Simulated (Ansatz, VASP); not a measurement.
**KF in VASP and in Ansatz**

```
K F
1.0
     3.25895    0.00000    0.00000
     0.00000    3.25895    0.00000
     0.00000    0.00000    3.38931
K F
1 1
Direct
  0.00000 0.00000 0.00000
  0.50000 0.50000 0.50000
```

Change from the starting cell: strain +0.000 along x and y, +0.040 along z, atoms carried along.

Alike in both runs: task single point; functional PBEsol; k mesh 8 × 8 × 8; occupations gaussian, width 0.05 eV; no spin polarisation.

|  | VASP | Ansatz |
| --- | --- | --- |
| version | VASP 6.6.1 | Ansatz 0.2.0 |
| potentials or method | VASP PAW PBE potentials, release 64 (K_sv, F), cutoff 520 eV | scalar-relativistic, plane waves, PAW |
| valence electrons in the cell | 16 | 16 |

|  | VASP | Ansatz | Ansatz less VASP |
| --- | --- | --- | --- |
| gap on the k mesh at the Fermi level (eV) | 5.79 | 5.81 | +0.016 |
| least direct gap on the mesh (eV) | 5.85 | 5.86 | +0.015 |
| pressure (GPa) | -3.4 | -3.4 | +0.02 |
| traceless stress, the component that is largest in VASP (GPa) | -2.11 | -2.11 | +0.002 |

VASP's potentials were made for PBE, not for PBEsol. The functional is the same, so the differences come from potentials, cutoffs and numerics.
